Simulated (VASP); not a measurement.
# BaO (Fm-3m) in VASP: a series of runs

BaO is run at these levels: PBE+D3(BJ); tasks: single point.

Everything below comes from runs of VASP 6.6.1. Logs are shortened: lines on timing, memory, paths and dates and some standing lists are left out, and cuts for length are marked.

## (1) The cell of the first run

Symmetry: Fm-3m, No. 225, cubic system. The conventional cell has a = 5.463 Å, b = 5.463 Å, c = 5.463 Å, α = 90.00°, β = 90.00°, γ = 90.00°. Within 3.6 Å of Ba (site symmetry m-3m) lie 6 O at 2.73 Å. O (site symmetry m-3m) has 6 Ba at 2.73 Å within 3.6 Å.

## (2) Single point, PBE+D3(BJ)

The input, INCAR:

```
ALGO = Normal
EDIFF = 1E-6
ENCUT = 600
GGA = PE
GGA_COMPAT = F
ISIF = 2
ISMEAR = 0
IVDW = 12
LASPH = T
LCHARG = F
LREAL = F
LWAVE = F
NBANDS = 15
NELM = 120
PREC = Accurate
SIGMA = 0.01
```

The input, KPOINTS:

```
k-points
0
Gamma
  5 5 5
```

The input, POSCAR:

```
BaO
1.0
    0.0000000000      2.7315430680      2.7315430680
    2.7315430680      0.0000000000      2.7315430680
    2.7315430680      2.7315430680      0.0000000000
Ba O
1 1
Direct
    0.0000000000      0.0000000000      0.0000000000
    0.5000000000      0.5000000000      0.5000000000
```

Potentials or basis: VASP PAW PBE potentials, release 64 (Ba_sv, O).

Run with:

```console
> cat potpaw_PBE.64/Ba_sv/POTCAR potpaw_PBE.64/O/POTCAR > POTCAR
> mpirun -np 1 vasp_std > vasp.out
```

OUTCAR:

```text
EDIFF = 1E-6
   ENCUT = 600
   GGA = PE
   ISIF = 2
   ISMEAR = 0
   IVDW = 12
   LASPH = T
   LREAL = F
   NELM = 120
   PREC = Accurate
 IVDW          = 12

 ion  position               nearest neighbor table
   1  0.000  0.000  0.000-   2 2.73   2 2.73   2 2.73   2 2.73   2 2.73   2 2.73
   2  0.500  0.500  0.500-   1 2.73   1 2.73   1 2.73   1 2.73   1 2.73   1 2.73

  LATTYP: Found a face centered cubic cell.
 ALAT       =     5.4630861360

  Lattice vectors:

 A1 = (   0.0000000000,   2.7315430680,   2.7315430680)
 A2 = (   2.7315430680,   0.0000000000,   2.7315430680)
 A3 = (   2.7315430680,   2.7315430680,   0.0000000000)

Analysis of symmetry for initial positions (statically):
=====================================================================
 Subroutine PRICEL returns:
 Original cell was already a primitive cell.

 Routine SETGRP: Setting up the symmetry group for a
 face centered cubic supercell.

 Subroutine GETGRP returns: Found 48 space group operations
 (whereof 48 operations were pure point group operations)
 out of a pool of 48 trial point group operations.

The static configuration has the point symmetry O_h .

Analysis of symmetry for dynamics (positions and initial velocities):
=====================================================================
 Subroutine PRICEL returns:
 Original cell was already a primitive cell.

 Routine SETGRP: Setting up the symmetry group for a
 face centered cubic supercell.

 Subroutine GETGRP returns: Found 48 space group operations
 (whereof 48 operations were pure point group operations)
 out of a pool of 48 trial point group operations.

The dynamic configuration has the point symmetry O_h .

 Subroutine INISYM returns: Found 48 space group operations
 (whereof 48 operations are pure point group operations),
 and found     1 'primitive' translations

----------------------------------------------------------------------------------------

                                     Primitive cell

  volume of cell :      40.7619

  direct lattice vectors                    reciprocal lattice vectors
     0.000000000  2.731543068  2.731543068    -0.183046720  0.183046720  0.183046720
     2.731543068  0.000000000  2.731543068     0.183046720 -0.183046720  0.183046720
     2.731543068  2.731543068  0.000000000     0.183046720  0.183046720 -0.183046720

  length of vectors
     3.862985253  3.862985253  3.862985253     0.317046220  0.317046220  0.317046220

  position of ions in fractional coordinates (direct lattice)
     0.000000000  0.000000000  0.000000000
     0.500000000  0.500000000  0.500000000

  ion indices of the primitive-cell ions
   primitive index   ion index
                 1           1
[... 71 lines left out ...]
   EMIN   =  10.00;   EMAX   =-10.00  energy-range for DOS
   EFERMI =   0.00;   METHOD = LEGACY
   ISMEAR =     0;   SIGMA  =   0.01  broadening in eV -4-tet -1-fermi 0-gaus
   EFERMI_NEDOS =   21; number of points for ismear=-14 and -15
   IALGO  =     38    algorithm
   IMIX   =      4    mixing-type and parameters
     AMIX     =   0.40;   BMIX     =  1.00
     AMIX_MAG =   1.60;   BMIX_MAG =  1.00
  volume/ion in A,a.u.               =      20.38       137.54
  Fermi-wavevector in a.u.,A,eV,Ry     =   1.198662  2.265143 19.548726  1.436791
  Thomas-Fermi vector in A             =   2.334545
   LORBIT       =      0    0 simple, 1 ext, 2 COOP (PROOUT), +10 PAW based schemes
   GGA     = PE    functional components
   LHFCALC =     F    Hartree Fock is set to
   AEXX    =    0.0000 exact exchange contribution
   IVDW    =    12    specifies the selected vdW correction
   LEPSILON=     F    determine dielectric tensor
   LRPA    =     F    only Hartree local field effects (RPA)
 non-spin polarized calculation
 Gauss-broadening in eV      SIGMA  =   0.01
  energy-cutoff  :      600.00
  volume of cell :       40.76
 maximum number of plane-waves:      1369
   NGX = 15   NGY = 15   NGZ = 15

 number of electron      15.9999997 magnetization

 Free energy of the ion-electron system (eV)
  ---------------------------------------------------
  ext. energy  EPLUGINS =         0.00000000
  ---------------------------------------------------
  free energy    TOTEN  =       -11.74102154 eV

  energy without entropy =      -11.74102154  energy(sigma->0) =      -11.74102154

 E-fermi :   2.1412     XC(G=0):  -9.8121

 val. band max:        2.0719591167   @ k =  -0.4000   0.4000   0.0000
 cond. band min:       4.1758976454   @ k =   0.4000   0.4000   0.0000
 fundamental gap:      2.1039385287
 Fermi energy:         2.1411949323

 k-point     1 :       0.0000    0.0000    0.0000
  band No.  band energies     occupation
      1     -23.7526      2.00000
      2     -12.9669      2.00000
      3      -8.1773      2.00000
      4      -8.1773      2.00000
      5      -8.1773      2.00000
      6       1.7238      2.00000
      7       1.7238      2.00000
      8       1.7238      2.00000
      9       5.8998      0.00000
     10       6.8268      0.00000
     11       6.8268      0.00000
     12       6.8268      0.00000
     13       9.1994      0.00000
     14       9.1994      0.00000
[... 149 lines left out ...]
      2     -13.4645      2.00000
      3      -9.2287      2.00000
      4      -9.1456      2.00000
      5      -8.2945      2.00000
      6       0.7187      2.00000
      7       1.5306      2.00000
      8       1.8521      2.00000
      9       6.0187      0.00000
     10       7.9129      0.00000
     11       9.4005      0.00000
     12      11.2296      0.00000
     13      12.0069      0.00000
     14      14.2588      0.00000
     15      15.3880      0.00000

------------------------ aborting loop because EDIFF is reached ----------------------------------------

 Edisp (eV)   -0.47309

 E8    (eV) :    -0.2446

  FORCE on cell =-STRESS in cart. coord.  units (eV):
  Direction    XX          YY          ZZ          XY          YZ          ZX
  --------------------------------------------------------------------------------------
  -------------------------------------------------------------------------------------
  Total       1.21873     1.21873     1.21873    -0.00000     0.00000    -0.00000
  in kB      47.90306    47.90306    47.90306    -0.00000     0.00000    -0.00000
  external pressure =       47.90 kB  Pullay stress =        0.00 kB

 VOLUME and BASIS-vectors are now :
 -----------------------------------------------------------------------------
  energy-cutoff  :      600.00
  volume of cell :       40.76
      direct lattice vectors                 reciprocal lattice vectors
     0.000000000  2.731543068  2.731543068    -0.183046720  0.183046720  0.183046720
     2.731543068  0.000000000  2.731543068     0.183046720 -0.183046720  0.183046720
     2.731543068  2.731543068  0.000000000     0.183046720  0.183046720 -0.183046720

 POSITION                                       TOTAL-FORCE (eV/Angst)
 -----------------------------------------------------------------------------------
      0.00000      0.00000      0.00000         0.000000     -0.000000     -0.000000
      2.73154      2.73154      2.73154        -0.000000      0.000000      0.000000
 -----------------------------------------------------------------------------------
    total drift:                                0.000000     -0.000000      0.000000

  FREE ENERGIE OF THE ION-ELECTRON SYSTEM (eV)
  ---------------------------------------------------
  free  energy   TOTEN  =       -12.2141098468 eV

  energy  without entropy=      -12.2141098468  energy(sigma->0) =      -12.21410985
```

OSZICAR:

```text
N       E                     dE             d eps       ncg     rms          rms(c)
DAV:   1     0.872132503569E+02    0.87213E+02   -0.88278E+03   300   0.112E+03
DAV:   2    -0.103579650453E+02   -0.97571E+02   -0.86871E+02   428   0.215E+02
DAV:   3    -0.143465996831E+02   -0.39886E+01   -0.39687E+01   352   0.444E+01
DAV:   4    -0.143801071902E+02   -0.33508E-01   -0.33502E-01   385   0.398E+00
DAV:   5    -0.143806773590E+02   -0.57017E-03   -0.57017E-03   335   0.430E-01    0.977E+00
DAV:   6    -0.119722518556E+02    0.24084E+01   -0.85813E+00   321   0.225E+01    0.633E+00
DAV:   7    -0.117631492631E+02    0.20910E+00   -0.59680E-01   328   0.613E+00    0.238E+00
DAV:   8    -0.117391782317E+02    0.23971E-01   -0.97701E-02   377   0.319E+00    0.499E-01
DAV:   9    -0.117398656280E+02   -0.68740E-03   -0.83622E-03   342   0.878E-01    0.158E-01
DAV:  10    -0.117410359505E+02   -0.11703E-02   -0.24517E-03   349   0.400E-01    0.487E-02
DAV:  11    -0.117410127750E+02    0.23176E-04   -0.17283E-04   356   0.113E-01    0.228E-02
DAV:  12    -0.117410222081E+02   -0.94332E-05   -0.23452E-05   328   0.453E-02    0.477E-03
DAV:  13    -0.117410215432E+02    0.66496E-06   -0.18036E-06   353   0.125E-02
   1 F= -.12214110E+02 E0= -.12214110E+02  d E =-.822932E-24
```

stdout:

```text
POSCAR found type information on POSCAR BaO
 POSCAR found :  2 types and       2 ions
 scaLAPACK will be used
 LDA part: xc-table for (Slater+PW92), standard interpolation
 POSCAR, INCAR and KPOINTS ok, starting setup
 FFT: planning ... GRIDC
 FFT: planning ... GRID_SOFT
 FFT: planning ... GRID
 WAVECAR not read
 entering main loop
```

It took 13 s on 1 thread of AMD EPYC 7R13 (Zen 3), shared host; peak memory 0.15 GiB.

What came out:

- Free energy: -12.2141 eV
- Pressure: 4.8 GPa
- Band gap on the k mesh: 2.10 eV, indirect (least direct gap 2.27 eV)
- Dispersion energy per atom: -0.237 eV

Levels at points of the mesh, in eV from the valence-band top:
```tsv
k point	band 6	band 7	band 8	band 9	band 10	band 11
(0.00, 0.00, 0.00)	-0.35	-0.35	-0.35	3.83	4.75	4.75
```

Caveat: spin-orbit coupling is left out, which moves the levels of the heavy elements.

## (3) Single point, PBE+D3(BJ)

This run uses another cell than the first one, of 20.80 Å³/atom, 1.020 times its volume.

The input, INCAR:

```
ALGO = Normal
EDIFF = 1E-6
ENCUT = 600
GGA = PE
GGA_COMPAT = False
ISIF = 2
ISMEAR = 0
IVDW = 12
LASPH = True
LCHARG = False
LREAL = False
LWAVE = False
NBANDS = 15
NELM = 120
PREC = Accurate
SIGMA = 0.01
```

KPOINTS is that of step 2.

The input, POSCAR:

```
BaO
1.0
    0.0000000000      2.7500000000      2.7500000000
    2.7500000000      0.0000000000      2.7500000000
    2.7500000000      2.7500000000      0.0000000000
Ba O
1 1
Direct
    0.0000000000      0.0000000000      0.0000000000
    0.5000000000      0.5000000000      0.5000000000
```

Potentials or basis: VASP PAW PBE potentials, release 64 (Ba_sv, O).

Run with:

```console
> cat potpaw_PBE.64/Ba_sv/POTCAR potpaw_PBE.64/O/POTCAR > POTCAR
> mpirun -np 1 vasp_std > vasp.out
```

It took 11 s on 1 thread of AMD EPYC 7R13 (Zen 3), shared host; peak memory 0.15 GiB.

It converged, with:

* Free energy: -12.2350 eV
* Pressure: 3.0 GPa
* Band gap on the k mesh: 2.17 eV, indirect (least direct gap 2.31 eV)
* Dispersion energy per atom: -0.232 eV

Levels at points of the mesh, in eV from the valence-band top:
```csv
k point,band 5,band 6,band 7,band 8,band 9,band 10,band 11,band 12
"(0.00, 0.00, 0.00)",-10.29,-0.30,-0.30,-0.30,3.74,4.77,4.77,4.77
```

Caveat: spin-orbit coupling is left out, which moves the levels of the heavy elements. A k mesh can miss the band edges.

## (4) Single point, PBE+D3(BJ)

This run uses another cell than the first one, of 21.21 Å³/atom, 1.041 times its volume.

The input, INCAR:

```
SYSTEM = BaO
  PREC = Accurate
  ENCUT = 600
  EDIFF = 1E-6
  ISMEAR = 0
  SIGMA = 0.01
  LREAL = .FALSE.
  LASPH = .TRUE.
  NELM = 120
  ALGO = Normal
  ISIF = 2
  LWAVE = .FALSE.
  LCHARG = .FALSE.
  GGA = PE
  IVDW = 12
  NBANDS = 15
  GGA_COMPAT = .FALSE.
```

The input, KPOINTS:

```
Automatic mesh
0
G
  5 5 5
  0 0 0
```

The input, POSCAR:

```
BaO
1.0
    0.0000000000      2.7682124513      2.7682124513
    2.7682124513      0.0000000000      2.7682124513
    2.7682124513      2.7682124513      0.0000000000
Ba O
1 1
Direct
    0.0000000000      0.0000000000      0.0000000000
    0.5000000000      0.5000000000      0.5000000000
```

Run with:

```console
> cat potpaw_PBE.64/Ba_sv/POTCAR potpaw_PBE.64/O/POTCAR > POTCAR
> mpirun -np 1 vasp_std > vasp.out
```

It took 11 s on 1 thread of AMD EPYC 7R13 (Zen 3), shared host; peak memory 0.16 GiB.

It converged, with:

- Free energy: -12.2468 eV
- Pressure: 1.3 GPa
- Band gap on the k mesh: 2.23 eV, indirect (least direct gap 2.34 eV)
- Dispersion energy per atom: -0.227 eV

Levels at points of the mesh, in eV from the valence-band top:
```
           k point  band 5  band 6  band 7  band 8  band 9  band 10  band 11  band 12
(0.00, 0.00, 0.00)  -10.33   -0.25   -0.25   -0.25    3.65     4.78     4.78     4.78
```

Caveat: spin-orbit coupling is left out, which moves the levels of the heavy elements.

## (5) Single point, PBE+D3(BJ)

This run uses another cell than the first one, of 21.63 Å³/atom, 1.061 times its volume.

The input, INCAR:

```
SYSTEM = BaO
  ALGO = Normal
  EDIFF = 1E-6
  ENCUT = 600
  GGA = PE
  GGA_COMPAT = .FALSE.
  ISIF = 2
  ISMEAR = 0
  IVDW = 12
  LASPH = .TRUE.
  LCHARG = .FALSE.
  LREAL = .FALSE.
  LWAVE = .FALSE.
  NBANDS = 15
  NELM = 120
  PREC = Accurate
  SIGMA = 0.01
```

The input, KPOINTS:

```
k-points
0
G
  5 5 5
  0 0 0
```

The input, POSCAR:

```
BaO
1.0
    0.0000000000      2.7861883605      2.7861883605
    2.7861883605      0.0000000000      2.7861883605
    2.7861883605      2.7861883605      0.0000000000
Ba O
1 1
Direct
    0.0000000000      0.0000000000      0.0000000000
    0.5000000000      0.5000000000      0.5000000000
```

Potentials or basis: VASP PAW PBE potentials, release 64 (Ba_sv, O).

Run with:

```console
> cat potpaw_PBE.64/Ba_sv/POTCAR potpaw_PBE.64/O/POTCAR > POTCAR
> mpirun -np 1 vasp_std > vasp.out
```

OUTCAR:

```text
SYSTEM = BaO
   EDIFF = 1E-6
   ENCUT = 600
   GGA = PE
   ISIF = 2
   ISMEAR = 0
   IVDW = 12
   LASPH = .TRUE.
   LREAL = .FALSE.
   NELM = 120
   PREC = Accurate
 IVDW          = 12

 ion  position               nearest neighbor table
   1  0.000  0.000  0.000-   2 2.79   2 2.79   2 2.79   2 2.79   2 2.79   2 2.79
   2  0.500  0.500  0.500-   1 2.79   1 2.79   1 2.79   1 2.79   1 2.79   1 2.79

  LATTYP: Found a face centered cubic cell.
 ALAT       =     5.5723767210

  Lattice vectors:

 A1 = (   0.0000000000,   2.7861883605,   2.7861883605)
 A2 = (   2.7861883605,   0.0000000000,   2.7861883605)
 A3 = (   2.7861883605,   2.7861883605,   0.0000000000)

Analysis of symmetry for initial positions (statically):
=====================================================================
 Subroutine PRICEL returns:
 Original cell was already a primitive cell.

 Routine SETGRP: Setting up the symmetry group for a
 face centered cubic supercell.

 Subroutine GETGRP returns: Found 48 space group operations
 (whereof 48 operations were pure point group operations)
 out of a pool of 48 trial point group operations.

The static configuration has the point symmetry O_h .

Analysis of symmetry for dynamics (positions and initial velocities):
[... 161 lines left out ...]
      9       5.2217      0.00000
     10       6.4442      0.00000
     11       6.4442      0.00000
     12       6.4442      0.00000
     13       8.6650      0.00000
     14       8.6650      0.00000
[... 149 lines left out ...]
      2     -13.5980      2.00000
      3      -9.5911      2.00000
      4      -9.5166      2.00000
      5      -8.8179      2.00000
      6       0.5253      2.00000
      7       1.1963      2.00000
      8       1.4953      2.00000
      9       5.6629      0.00000
     10       7.4018      0.00000
     11       8.7028      0.00000
     12      10.5282      0.00000
     13      11.2248      0.00000
     14      13.3401      0.00000
     15      14.4362      0.00000

------------------------ aborting loop because EDIFF is reached ----------------------------------------

 Edisp (eV)   -0.44497

 E8    (eV) :    -0.2300

  FORCE on cell =-STRESS in cart. coord.  units (eV):
  Direction    XX          YY          ZZ          XY          YZ          ZX
  --------------------------------------------------------------------------------------
  -------------------------------------------------------------------------------------
  Total      -0.03294    -0.03294    -0.03294     0.00000    -0.00000     0.00000
  in kB      -1.22012    -1.22012    -1.22012     0.00000    -0.00000     0.00000
  external pressure =       -1.22 kB  Pullay stress =        0.00 kB

 VOLUME and BASIS-vectors are now :
 -----------------------------------------------------------------------------
  energy-cutoff  :      600.00
  volume of cell :       43.26
      direct lattice vectors                 reciprocal lattice vectors
     0.000000000  2.786188361  2.786188361    -0.179456639  0.179456639  0.179456639
     2.786188361  0.000000000  2.786188361     0.179456639 -0.179456639  0.179456639
     2.786188361  2.786188361  0.000000000     0.179456639  0.179456639 -0.179456639

 POSITION                                       TOTAL-FORCE (eV/Angst)
 -----------------------------------------------------------------------------------
      0.00000      0.00000      0.00000         0.000000      0.000000     -0.000000
      2.78619      2.78619      2.78619        -0.000000     -0.000000      0.000000
 -----------------------------------------------------------------------------------
    total drift:                                0.000000     -0.000000      0.000000

  FREE ENERGIE OF THE ION-ELECTRON SYSTEM (eV)
  ---------------------------------------------------
  free  energy   TOTEN  =       -12.2506859874 eV

  energy  without entropy=      -12.2506859874  energy(sigma->0) =      -12.25068599
```

stdout:

```text
POSCAR found type information on POSCAR BaO
 POSCAR found :  2 types and       2 ions
 scaLAPACK will be used
 LDA part: xc-table for (Slater+PW92), standard interpolation
 POSCAR, INCAR and KPOINTS ok, starting setup
 FFT: planning ... GRIDC
 FFT: planning ... GRID_SOFT
 FFT: planning ... GRID
 WAVECAR not read
 entering main loop
```

It took 12 s on 1 thread of AMD EPYC 7R13 (Zen 3), shared host; peak memory 0.15 GiB.

Results:

```yaml
Free_energy: -12.2507 eV
Pressure: -0.1 GPa
Band_gap_on_the_k_mesh: 2.29 eV, indirect (least direct gap 2.37 eV)
Dispersion_energy_per_atom: -0.222 eV
```

Caveat: spin-orbit coupling is left out, which moves the levels of the heavy elements.

## (6) Single point, PBE+D3(BJ)

This run uses another cell than the first one, of 22.04 Å³/atom, 1.082 times its volume.

The input, INCAR:

```
SYSTEM = BaO
PREC = Accurate
ENCUT = 600
EDIFF = 1E-6
ISMEAR = 0
SIGMA = 0.01
LREAL = .False.
LASPH = .True.
NELM = 120
ALGO = Normal
ISIF = 2
LWAVE = .False.
LCHARG = .False.
GGA = PE
IVDW = 12
NBANDS = 15
GGA_COMPAT = .False.
```

The input, KPOINTS:

```
Automatic mesh
0
Gamma
  5 5 5
  0 0 0
```

The input, POSCAR:

```
BaO
1.0
    0.0000000000      2.8039352617      2.8039352617
    2.8039352617      0.0000000000      2.8039352617
    2.8039352617      2.8039352617      0.0000000000
Ba O
1 1
Direct
    0.0000000000      0.0000000000      0.0000000000
    0.5000000000      0.5000000000      0.5000000000
```

Potentials or basis: VASP PAW PBE potentials, release 64 (Ba_sv, O).

Run with:

```console
> cat potpaw_PBE.64/Ba_sv/POTCAR potpaw_PBE.64/O/POTCAR > POTCAR
> mpirun -np 1 vasp_std > vasp.out
```

Run time: 9.4 s. Hardware: 1 thread of AMD EPYC 7R13 (Zen 3), shared host; peak memory 0.16 GiB.

Results (log left out):

```yaml
Free_energy: -12.2473 eV
Pressure: -1.4 GPa
Band_gap_on_the_k_mesh: 2.34 eV, indirect (least direct gap 2.40 eV)
Dispersion_energy_per_atom: -0.218 eV
```

Levels at points of the mesh, in eV from the valence-band top:
| k point | band 6 | band 7 | band 8 | band 9 | band 10 | band 11 |
| --- | --- | --- | --- | --- | --- | --- |
| (0.00, 0.00, 0.00) | -0.16 | -0.16 | -0.16 | 3.48 | 4.79 | 4.79 |

Caveat: spin-orbit coupling is left out, which moves the levels of the heavy elements. Expect the measured gap to be larger: semilocal functionals such as PBE lack the derivative discontinuity.

## (7) Summary

| cell | gap on the mesh (eV) | pressure (GPa) |
| --- | --- | --- |
| a = 3.863 Å, angles 60.0°, 2 atoms | 2.10 | 4.8 |
| a = 3.889 Å, angles 60.0°, 2 atoms | 2.17 | 3.0 |
| a = 3.915 Å, angles 60.0°, 2 atoms | 2.23 | 1.3 |
| a = 3.940 Å, angles 60.0°, 2 atoms | 2.29 | -0.1 |
| a = 3.965 Å, angles 60.0°, 2 atoms | 2.34 | -1.4 |

Alike in all rows: task single point; level PBE+D3(BJ); potentials or basis VASP PAW PBE potentials, release 64 (Ba_sv, O); no spin polarisation; k mesh 5 × 5 × 5; cutoff (eV) 600; smearing gaussian 0.01 eV.

Caveats: spin-orbit coupling is left out, which moves the levels of the heavy elements.

Total energies depend on the potentials used, so only differences within one code and one set of settings carry meaning.
